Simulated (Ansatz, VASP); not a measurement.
## Two plane-wave programs on BN

Contents of INCAR:

```
SYSTEM = BN
PREC     = Accurate       ! precision mode
ENCUT    = 600            ! plane-wave cutoff, eV
EDIFF    = 1E-6           ! SCF threshold, eV
ISMEAR   = -1             ! smearing method
SIGMA    = 0.1            ! smearing width, eV
LREAL    = .FALSE.        ! projectors in reciprocal space
LASPH    = .TRUE.         ! aspherical terms in the spheres
NELM     = 120            ! most SCF steps
ALGO     = Normal         ! electronic algorithm
ISIF     = 2              ! what is computed and relaxed
LWAVE    = .FALSE.        ! write WAVECAR
LCHARG   = .FALSE.        ! write CHGCAR
GGA      = CA             ! functional
NBANDS   = 11             ! bands
GGA_COMPAT= .FALSE.
```

Contents of KPOINTS:

```
regular mesh
0
G
  8 8 8
  0 0 0
```

The input POSCAR:

```
BN
1.0
    0.0000000000      1.7953687620      1.7953687620
    1.7953687620      0.0000000000      1.7953687620
    1.7953687620      1.7953687620      0.0000000000
B N
1 1
Direct
    0.0000000000      0.0000000000      0.0000000000
    0.2500000000      0.2500000000      0.2500000000
```

Input for Ansatz:

```yaml
crystal:
  lattice:
    - [0.0, 1.7953687619955283, 1.7953687619955283]
    - [1.7953687619955283, 0.0, 1.7953687619955283]
    - [1.7953687619955283, 1.7953687619955283, 0.0]
  atoms:
    - { symbol: B, position: [0.0, 0.0, 0.0] }
    - { symbol: "N", position: [0.25, 0.25, 0.25] }
basis:
  ecutwfc: 500.0
kpoints:
  mp_grid:
    grid: [8, 8, 8]
hamiltonian:
  xc: lda
  pseudopotentials:
    kind: paw
scf:
  occupations:
    method: fermi_dirac
output:
  stress: true
```

Alike in both runs: task single point; functional LDA; k mesh 8 × 8 × 8; no spin polarisation.

|  | VASP | Ansatz |
| --- | --- | --- |
| version | VASP 6.6.1 | Ansatz 0.2.0 |
| potentials or method | VASP PAW LDA potentials, release 64 (B, N), cutoff 600 eV | plane waves, PAW |
| occupations | fermi-dirac, width 0.1 eV | fermi-dirac |
| valence electrons in the cell | 8 | 8 |

VASP gave:

| Quantity | Value |
| --- | --- |
| pressure (GPa) | -2.6 |

Question: What did Ansatz give for the same quantities?

Answer: Pressure (GPa): -3.3.

LDA's correlation is that of Perdew and Zunger in VASP and of Perdew and Wang (1992) in Ansatz.
